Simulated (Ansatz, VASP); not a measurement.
## Cr2Pd: VASP beside Ansatz

```
Cr Pd
1.0
     0.00000    2.86945    2.86945
     2.86945    0.00000    2.86945
     2.86945    2.86945    0.00000
Cr Pd
2 1
Direct
  0.25000 0.25000 0.25000
  0.75000 0.75000 0.75000
  0.00000 0.00000 0.00000
```

Alike in both runs: functional PBE; k mesh 14 × 14 × 14; occupations gaussian, width 0.1 eV; no spin polarisation.

Ansatz relaxed the structure, and its values are those at the end. VASP's run is a single point on that final structure, the one shown.

|  | VASP | Ansatz |
| --- | --- | --- |
| version | VASP 6.6.1 | Ansatz 0.2.0 |
| potentials or method | VASP PAW PBE potentials, release 64 (Cr_pv, Pd), cutoff 520 eV | scalar-relativistic, plane waves, PAW |
| valence electrons in the cell | 34 | 46 |

```tsv
	VASP	Ansatz	Ansatz less VASP
gap on the k mesh at the Fermi level (eV)	none	none	-
pressure (GPa)	0.0	0.0	-0.02
```

A gap of «none» marks a metal or a gap that the smearing closes. VASP's potentials hold 34 valence electrons a cell and Ansatz's 46, so a difference there can come from the potentials and not from the codes.
